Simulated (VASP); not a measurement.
# InAs (ordered beta-tin type) (I-4m2) in VASP: a series of runs

InAs (ordered beta-tin type) is run at these levels: PBEsol; tasks: single point, relaxation of cell and atoms.

Everything below comes from runs of VASP 6.6.1. Logs are shortened: lines on timing, memory, paths and dates and some standing lists are left out, and cuts for length are marked.

## (1) The cell of the first run

It takes space group I-4m2 (No. 119, tetragonal). The conventional cell has a = 5.128 Å, b = 5.128 Å, c = 2.796 Å, α = 90.00°, β = 90.00°, γ = 90.00°. Within 3.5 Å of In (site symmetry -4m2) lie 8 As at 2.66 to 3.31 Å and 2 In at 2.80 Å. As (site symmetry -4m2) has 8 In at 2.66 to 3.31 Å and 2 As at 2.80 Å within 3.5 Å.

## (2) Single point, PBEsol

Input file INCAR:

```
SYSTEM = InAs
PREC = Accurate
ENCUT = 520
EDIFF = 1E-6
ISMEAR = 0
SIGMA = 0.1
LREAL = .FALSE.
LASPH = .TRUE.
NELM = 100
ALGO = Normal
ISIF = 2
LWAVE = .FALSE.
LCHARG = .FALSE.
GGA = PS
NBANDS = 16
```

Input file KPOINTS:

```
regular mesh
0
G
  16 16 16
  0 0 0
```

Input file POSCAR:

```
InAs
1.0
   -2.5641117124      2.5641117124      1.3981398520
    2.5641117124     -2.5641117124      1.3981398520
    2.5641117124      2.5641117124     -1.3981398520
In As
1 1
Direct
    0.0000000000      0.0000000000      0.0000000000
    0.7500000000      0.2500000000      0.5000000000
```

Potentials or basis: VASP PAW PBE potentials, release 64 (In_d, As).

Command:

```console
$ cat potpaw_PBE.64/In_d/POTCAR potpaw_PBE.64/As/POTCAR > POTCAR
$ mpirun -np 1 vasp_std > vasp.out
```

OUTCAR:

```text
SYSTEM = InAs
   PREC = Accurate
   ENCUT = 520
   EDIFF = 1E-6
   ISMEAR = 0
   LREAL = .FALSE.
   LASPH = .TRUE.
   NELM = 100
   ISIF = 2
   GGA = PS

 ion  position               nearest neighbor table
   1  0.000  0.000  0.000-   2 2.66   2 2.66   2 2.66   2 2.66   2 3.31   2 3.31   2 3.31   2 3.31

   2  0.750  0.250  0.500-   1 2.66   1 2.66   1 2.66   1 2.66   1 3.31   1 3.31   1 3.31   1 3.31

  LATTYP: Found a body centered tetragonal cell.
 ALAT       =     5.1282234248
 C/A-ratio  =     0.5452725968

  Lattice vectors:

 A1 = (  -2.5641117124,   2.5641117124,   1.3981398520)
 A2 = (   2.5641117124,  -2.5641117124,   1.3981398520)
 A3 = (   2.5641117124,   2.5641117124,  -1.3981398520)

Analysis of symmetry for initial positions (statically):
=====================================================================
 Subroutine PRICEL returns:
 Original cell was already a primitive cell.

 Routine SETGRP: Setting up the symmetry group for a
 body centered tetragonal supercell.

 Subroutine GETGRP returns: Found  8 space group operations
 (whereof  8 operations were pure point group operations)
 out of a pool of 16 trial point group operations.

The static configuration has the point symmetry D_2d.

Analysis of symmetry for dynamics (positions and initial velocities):
=====================================================================
 Subroutine PRICEL returns:
 Original cell was already a primitive cell.

 Routine SETGRP: Setting up the symmetry group for a
 body centered tetragonal supercell.

 Subroutine GETGRP returns: Found  8 space group operations
 (whereof  8 operations were pure point group operations)
 out of a pool of 16 trial point group operations.

The dynamic configuration has the point symmetry D_2d.

 Subroutine INISYM returns: Found  8 space group operations
 (whereof  8 operations are pure point group operations),
 and found     1 'primitive' translations

----------------------------------------------------------------------------------------

                                     Primitive cell

  volume of cell :      36.7692

  direct lattice vectors                    reciprocal lattice vectors
    -2.564111712  2.564111712  1.398139852     0.000000000  0.194999304  0.357618016
     2.564111712 -2.564111712  1.398139852     0.194999304  0.000000000  0.357618016
     2.564111712  2.564111712 -1.398139852     0.194999304  0.194999304  0.000000000

  length of vectors
     3.886403581  3.886403581  3.886403581     0.407327109  0.407327109  0.275770661

  position of ions in fractional coordinates (direct lattice)
     0.000000000  0.000000000  0.000000000
     0.750000000  0.250000000  0.500000000

  ion indices of the primitive-cell ions
   primitive index   ion index
                 1           1
                 2           2

----------------------------------------------------------------------------------------

 KPOINTS: regular mesh

Automatic generation of k-mesh.
 Grid dimensions read from file:
 generate k-points for:   16   16   16

 Generating k-lattice:

  Cartesian coordinates                     Fractional coordinates (reciprocal lattice)
     0.000000000  0.012187457  0.022351126     0.062500000 -0.000000000  0.000000000
     0.012187457  0.000000000  0.022351126    -0.000000000  0.062500000  0.000000000
     0.012187457  0.012187457  0.000000000     0.000000000  0.000000000  0.062500000

  Length of vectors
     0.025457944  0.025457944  0.017235666

  Shift w.r.t. Gamma in fractional coordinates (k-lattice)
     0.000000000  0.000000000  0.000000000

 Subroutine IBZKPT returns following result:
 ===========================================

 Found    349 irreducible k-points:

 Following reciprocal coordinates:
            Coordinates               Weight
  0.000000  0.000000  0.000000      1.000000
  0.062500 -0.000000  0.000000      8.000000
  0.125000 -0.000000  0.000000      8.000000
  0.187500 -0.000000  0.000000      8.000000
  0.250000 -0.000000  0.000000      8.000000
  0.312500  0.000000  0.000000      8.000000
[... 16 lines left out ...]
 -0.125000  0.062500 -0.000000     16.000000
 -0.062500  0.062500  0.000000      4.000000
 [... further k-points ...]
   k-points           NKPTS =    349   k-points in BZ     NKDIM =    349   number of bands    NBANDS=     16
   number of dos      NEDOS =    301   number of ions     NIONS =      2
   total plane-waves  NPLWV =  27000
   dimension x,y,z NGX =    30 NGY =   30 NGZ =   30
   dimension x,y,z NGXF=    60 NGYF=   60 NGZF=   60
   ions per type =               1   1
   NGX,Y,Z   is equivalent  to a cutoff of  12.83, 12.83, 12.83 a.u.
   NGXF,Y,Z  is equivalent  to a cutoff of  25.67, 25.67, 25.67 a.u.
 SYSTEM =  InAs
   PREC   = accura    normal or accurate (medium, high low for compatibility)
   ISTART =      0    job   : 0-new  1-cont  2-samecut
   ICHARG =      2    charge: 1-file 2-atom 10-const
   ISPIN  =      1    spin polarized calculation?
   LNONCOLLINEAR =      F non collinear calculations
   LSORBIT =      F    spin-orbit coupling
   LASPH  =      T    aspherical Exc in radial PAW
   ENCUT  =  520.0 eV  38.22 Ry    6.18 a.u.   7.23  7.23  7.23*2*pi/ulx,y,z
   NELM   =    100;   NELMIN=  2; NELMDL= -5     # of ELM steps
   EDIFF  = 0.1E-05   stopping-criterion for ELM
   LREAL  =      F    real-space projection
   EDIFFG = 0.1E-04   stopping-criterion for IOM
   NSW    =      0    number of steps for IOM
   IBRION =     -1    ionic relax: 0-MD 1-quasi-New 2-CG
   NFREE  =      0    steps in history (QN), initial steepest desc. (CG)
   ISIF   =      2    stress and relaxation
   ISYM   =      2    0-nonsym 1-usesym 2-fastsym
   POTIM  = 0.5000    time-step for ionic-motion
   TEBEG  =    0.0;   TEEND  =   0.0 temperature during run
   PSTRESS=    0.0 pullay stress
   NELECT =      18.0000    total number of electrons
   NUPDOWN=      -1.0000    fix difference up-down
   EMIN   =  10.00;   EMAX   =-10.00  energy-range for DOS
   EFERMI =   0.00;   METHOD = LEGACY
   ISMEAR =     0;   SIGMA  =   0.10  broadening in eV -4-tet -1-fermi 0-gaus
   EFERMI_NEDOS =   21; number of points for ismear=-14 and -15
   IALGO  =     38    algorithm
   IMIX   =      4    mixing-type and parameters
     AMIX     =   0.40;   BMIX     =  1.00
     AMIX_MAG =   1.60;   BMIX_MAG =  1.00
  volume/ion in A,a.u.               =      18.38       124.07
  Fermi-wavevector in a.u.,A,eV,Ry     =   1.290241  2.438202 22.649915  1.664722
  Thomas-Fermi vector in A             =   2.422085
   LORBIT       =      0    0 simple, 1 ext, 2 COOP (PROOUT), +10 PAW based schemes
   GGA     = PS    functional components
   LHFCALC =     F    Hartree Fock is set to
   AEXX    =    0.0000 exact exchange contribution
   IVDW    =     0    specifies the selected vdW correction
   LEPSILON=     F    determine dielectric tensor
   LRPA    =     F    only Hartree local field effects (RPA)
 non-spin polarized calculation
 Gauss-broadening in eV      SIGMA  =   0.10
  energy-cutoff  :      520.00
  volume of cell :       36.77
 maximum number of plane-waves:      1013
 NGX is ok and might be reduce to    30
   NGX = 15   NGY = 15   NGZ = 15

 number of electron      17.9999998 magnetization

 Free energy of the ion-electron system (eV)
  ---------------------------------------------------
  ext. energy  EPLUGINS =         0.00000000
  ---------------------------------------------------
  free energy    TOTEN  =        -7.67291589 eV

  energy without entropy =       -7.66960370  energy(sigma->0) =       -7.67125979

 E-fermi :   9.4590     XC(G=0): -11.5289

 val. band max:        9.4539189304   @ k =  -0.3125  -0.3750   0.0625
 cond. band min:       9.4693636994   @ k =  -0.2500  -0.3125   0.0625
 fundamental gap:      0.0154447691
 Fermi energy:         9.4590343484

 k-point     1 :       0.0000    0.0000    0.0000
  band No.  band energies     occupation
      1      -6.2152      2.00000
      2      -5.5947      2.00000
      3      -5.5200      2.00000
      4      -5.2445      2.00000
      5      -5.2445      2.00000
      6      -5.0968      2.00000
[... 8 lines left out ...]
     15      20.7811      0.00000
     16      22.2195      0.00000

 k-point     2 :       0.0625   -0.0000    0.0000
  band No.  band energies     occupation
      1      -6.1765      2.00000
      2      -5.5877      2.00000
      3      -5.5242      2.00000
      4      -5.2686      2.00000
      5      -5.2656      2.00000
      6      -4.9941      2.00000
[... 8 lines left out ...]
     15      21.0980      0.00000
     16      21.2280      0.00000

 k-point     3 :       0.1250   -0.0000    0.0000
  band No.  band energies     occupation
      1      -6.0660      2.00000
      2      -5.5685      2.00000
      3      -5.5339      2.00000
      4      -5.3335      2.00000
      5      -5.3245      2.00000
      6      -4.6919      2.00000
[... 8 lines left out ...]
     15      20.2263      0.00000
     16      20.2452      0.00000

 k-point     4 :       0.1875   -0.0000    0.0000
  band No.  band energies     occupation
      1      -5.9011      2.00000
      2      -5.5478      2.00000
      3      -5.5443      2.00000
      4      -5.4212      2.00000
      5      -5.4063      2.00000
      6      -4.1987      2.00000
[... 8 lines left out ...]
     15      19.3579      0.00000
     16      20.1820      0.00000
[... 324 lines left out ...]
 k-point    22 :      -0.1875    0.0625   -0.0000
  band No.  band energies     occupation
      1      -6.0556      2.00000
      2      -5.5605      2.00000
      3      -5.5510      2.00000
      4      -5.3404      2.00000
      5      -5.3216      2.00000
      6      -4.5737      2.00000
[... 8 lines left out ...]
     15      20.1675      0.00000
     16      20.9432      0.00000

 k-point    23 :      -0.1250    0.0625   -0.0000
  band No.  band energies     occupation
      1      -6.1691      2.00000
      2      -5.5813      2.00000
      3      -5.5349      2.00000
      4      -5.2763      2.00000
      5      -5.2632      2.00000
      6      -4.9148      2.00000
[... 8 lines left out ...]
     15      21.0515      0.00000
     16      21.4154      0.00000

 k-point    24 :      -0.0625    0.0625    0.0000
  band No.  band energies     occupation
      1      -6.2113      2.00000
      2      -5.5913      2.00000
      3      -5.5252      2.00000
      4      -5.2504      2.00000
      5      -5.2428      2.00000
      6      -5.0563      2.00000
[... 8 lines left out ...]
     15      21.2585      0.00000
     16      22.2328      0.00000

 [... further k-points ...]
[... 5 lines left out ...]
  --------------------------------------------------------------------------------------
  -------------------------------------------------------------------------------------
  Total        4.6584222      4.6584222      4.6488358      0.0000000      0.0000000      0.0000000
  in kB      202.9854629    202.9854629    202.5677476      0.0000000      0.0000000      0.0000000
  external PRESSURE =     202.8462245 kB  Pullay stress =       0.0000000 kB

 VOLUME and BASIS-vectors are now :
 -----------------------------------------------------------------------------
  energy-cutoff  :      520.00
  volume of cell :       36.77
      direct lattice vectors                 reciprocal lattice vectors
    -2.564111712  2.564111712  1.398139852     0.000000000  0.194999304  0.357618016
     2.564111712 -2.564111712  1.398139852     0.194999304  0.000000000  0.357618016
     2.564111712  2.564111712 -1.398139852     0.194999304  0.194999304  0.000000000

 POSITION                                       TOTAL-FORCE (eV/Angst)
 -----------------------------------------------------------------------------------
      0.00000      0.00000      0.00000        -0.000000      0.000000     -0.000000
      0.00000      2.56411      0.69907         0.000000     -0.000000      0.000000
 -----------------------------------------------------------------------------------
    total drift:                                0.000000     -0.000000      0.000000

  FREE ENERGIE OF THE ION-ELECTRON SYSTEM (eV)
  ---------------------------------------------------
  free  energy   TOTEN  =        -7.6729158875 eV

  energy  without entropy=       -7.6696037013  energy(sigma->0) =       -7.67125979
```

Run time: 76 s. Hardware: 1 thread of Intel Xeon 6975P-C (Granite Rapids), shared host; peak memory 0.34 GiB.

What came out:

| Quantity | Value |
| --- | --- |
| Free energy | -7.6729 eV |
| Pressure | 20.3 GPa |
| Band gap on the k mesh | zero (band 9 reaches 11.32 eV, above the bottom of band 10 at 5.90 eV) |

Caveat: the PAW data sets were made with another functional, which shifts forces and pressure a little; spin-orbit coupling is left out, which moves the levels of the heavy elements.

## (3) Relaxation of cell and atoms, PBEsol, target pressure 20 GPa, at which the enthalpy is minimised

This run uses another cell than the first one, of 18.59 Å³/atom, 1.011 times its volume.

Input file INCAR:

```
SYSTEM = InAs
PREC = Accurate ; ENCUT = 600
EDIFF = 1E-6 ; ISMEAR = 0
SIGMA = 0.1 ; LREAL = .False.
LASPH = .True. ; NELM = 100
ALGO = Normal ; ISIF = 3
LWAVE = .False. ; LCHARG = .False.
GGA = PS ; IBRION = 2
NSW = 80 ; EDIFFG = -0.003
PSTRESS = 200.0
```

Input file KPOINTS:

```
regular mesh
0
Gamma
  16 16 16
  0 0 0
```

Input file POSCAR:

```
InAs
1.0
   -2.6000000000      2.6000000000      1.3750000000
    2.6000000000     -2.6000000000      1.3750000000
    2.6000000000      2.6000000000     -1.3750000000
In As
1 1
Direct
    0.0000000000      0.0000000000      0.0000000000
    0.7500000000      0.2500000000      0.5000000000
```

Potentials or basis: VASP PAW PBE potentials, release 64 (In_d, As).

Command:

```console
$ cat potpaw_PBE.64/In_d/POTCAR potpaw_PBE.64/As/POTCAR > POTCAR
$ mpirun -np 1 vasp_std > vasp.out
```

Run time: 2.9 min. Hardware: 1 thread of Intel Xeon 6975P-C (Granite Rapids), shared host; peak memory 0.38 GiB.

It converged, with:

```
Free energy                                            : -7.6831 eV
Relaxed volume                                         : 18.42 Å³/atom
Relaxed cell                                           : a = 3.889 Å, b = 3.889 Å, c = 3.889 Å, α = 97.43°, β = 97.43°, γ = 137.84°
Space group after relaxing (to 0.05 Å)                 : I-4m2 (No. 119)
Energy change on relaxing (the enthalpy is what falls) : +14.6 meV/atom
Ionic steps                                            : 5
Pressure after relaxing                                : 20.0 GPa
Band gap on the k mesh                                 : zero (band 9 reaches 11.28 eV, above the bottom of band 10 at 5.87 eV)
```

Step by step:
```
step  energy change (eV)  largest force (eV/Å)  pressure (GPa)  volume (Å³)
   1              0.0000                0.0000           18.74        37.18
   2              0.0895                0.0000           22.02        36.39
   3              0.0679                0.0000           21.27        36.56
   4              0.0050                0.0000           19.19        37.05
   5              0.0292                0.0000           20.01        36.85
```

Final structure:
```
In As
1.0
    -2.56618    2.56618    1.39885
     2.56618   -2.56618    1.39885
     2.56618    2.56618   -1.39885
In As
1 1
Direct
  0.00000 0.00000 0.00000
  0.75000 0.25000 0.50000
```

Levels at points of the mesh, in eV from the Fermi level:
| k point | band 7 | band 8 | band 9 | band 10 | band 11 | band 12 |
| --- | --- | --- | --- | --- | --- | --- |
| (0.00, 0.00, 0.00) | -3.12 | -3.12 | -3.06 | 3.34 | 5.18 | 8.45 |
| (0.50, 0.00, 0.00) | -6.46 | -2.55 | -2.01 | -1.35 | 2.57 | 4.04 |
| (0.50, 0.50, 0.00) | -9.48 | -0.84 | 1.52 | 2.25 | 3.26 | 4.44 |
| (0.50, 0.50, 0.50) | -6.67 | -6.67 | -6.19 | 4.11 | 6.97 | 10.99 |

Caveat: the cell is relaxed towards a set pressure, so the enthalpy falls and the energy may rise; the PAW data sets were made with another functional, which shifts forces and pressure a little; spin-orbit coupling is left out, which moves the levels of the heavy elements.
